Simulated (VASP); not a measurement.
# Cu: single point with r2SCAN

The system is Cu.

```xyz
1
Lattice="-1.3995 1.3995 1.3967 1.3995 -1.3995 1.3967 1.3995 1.3995 -1.3967" Properties=species:S:1:pos:R:3 pbc="T T T"
Cu    0.0000    0.0000    0.0000
```

This cell differs from its parent crystal: strain -0.030 along x and y, +0.015 along z.

```json
{"Program": "VASP 6.6.1", "Task": "single point", "Functional": "r2SCAN", "Potentials or basis": "VASP PAW PBE potentials, release 64 (Cu)", "Cutoff": "520 eV", "k mesh": "24 × 24 × 24", "Occupations": "gaussian, width 0.15 eV", "Spin": "no spin polarisation"}
```

The pressure is 9.3 GPa and the band gap on the k mesh is zero (an odd number of electrons rules out a gap without spin polarisation).

Levels at points of the mesh, in eV from the Fermi level:
| k point | band 2 | band 3 | band 4 | band 5 | band 6 | band 7 | band 8 | band 9 | band 10 | band 11 |
| --- | --- | --- | --- | --- | --- | --- | --- | --- | --- | --- |
| (0.00, 0.00, 0.00) | -3.49 | -3.48 | -3.48 | -2.36 | -2.35 | 26.79 | 26.79 | 26.84 | 31.38 | 31.42 |
| (0.50, 0.00, 0.00) | -4.31 | -2.38 | -2.22 | -1.50 | -0.82 | 5.03 | 18.89 | 19.46 | 23.10 | 26.61 |
| (0.50, 0.50, 0.00) | -4.30 | -2.39 | -2.23 | -1.50 | -0.84 | 5.00 | 18.95 | 19.53 | 23.15 | 26.66 |
| (0.50, 0.50, 0.50) | -5.29 | -1.69 | -1.69 | -1.69 | 8.99 | 8.99 | 9.07 | 14.55 | 14.59 | 18.26 |

Run time: 7.2 min on 1 thread of Intel Xeon 8259CL, with other jobs on the host, peak memory 0.25 GiB.

Caveat: the cell differs from its parent crystal (strain -0.030 along x and y, +0.015 along z); the cell stands under pressure; the PAW data sets were made with another functional, which shifts forces and pressure a little.
